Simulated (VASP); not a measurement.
Wanted: the native input for a VASP 6.6.1 run.

| Item | Value |
| --- | --- |
| Task | relaxation of cell and atoms |
| Functional | PBE |
| Potentials or basis | VASP PAW PBE potentials, release 64 (K_sv, Sm_3), 4f in core |
| Cutoff | 500 eV |
| k mesh | 3 × 3 × 6 |
| Occupations | gaussian, width 0.1 eV |
| Spin | no spin polarisation |
| Dipole correction | no |
| Mended | yes |
| Further INCAR settings | ALGO = Normal; EDIFF = 1e-07; IBRION = 2; EDIFFG = -0.04; NSW = 90; ISIF = 3 |

The structure of K2Sm lies in POSCAR:

```
K2Sm
1.0
    6.8579716827      0.0000000000      0.0000000000
   -3.4289858414      5.9391776957      0.0000000000
    0.0000000000      0.0000000000      3.6689682959
K Sm
2 1
Direct
    0.3333333333      0.6666666667      0.5000000000
    0.6666666667      0.3333333333      0.5000000000
    0.0000000000      0.0000000000      0.0000000000
```

The cell was built from a structure type or drawn by symmetry, and may not be a known phase.

One way to write it, as run:

INCAR

```
SYSTEM = K2Sm
  ALGO = Normal
  EDIFF = 1E-7
  EDIFFG = -0.04
  ENCUT = 500
  GGA = PE
  GGA_COMPAT = .FALSE.
  IBRION = 2
  ISIF = 3
  ISMEAR = 0
  LASPH = .TRUE.
  LCHARG = .FALSE.
  LMAXMIX = 6
  LREAL = .FALSE.
  LWAVE = .FALSE.
  NELM = 200
  NELMIN = 4
  NSW = 90
  PREC = Accurate
  SIGMA = 0.1
```

KPOINTS

```
k-points
0
G
  3 3 6
  0 0 0
```

Potentials or basis: VASP PAW PBE potentials, release 64 (K_sv, Sm_3), 4f in core.

The run is started by

```bash
$ cat potpaw_PBE.64/K_sv/POTCAR potpaw_PBE.64/Sm_3/POTCAR > POTCAR
$ mpirun -np 1 vasp_std > vasp.out
```

Results of the run:

```
Relaxed volume                        : 51.47 Å³/atom
Relaxed cell                          : a = 6.912 Å, b = 6.912 Å, c = 3.732 Å, α = 90.00°, β = 90.00°, γ = 120.00°
Space group after relaxing (to 0.1 Å) : P6/mmm (No. 191)
Energy gained by relaxing             : 1.7 meV/atom
Ionic steps                           : 3
Pressure after relaxing               : 0.0 GPa
Band gap on the k mesh                : zero (an odd number of electrons rules out a gap without spin polarisation)
```

Caveat: spin-orbit coupling is left out, which moves the levels of the heavy elements; the 4f electrons are frozen in the core, so they carry no moment and show no levels.

It took 42 s on 1 thread of Intel(R) Xeon(R) 6975P-C (Granite Rapids), with other jobs on the host, peak memory 0.27 GiB.
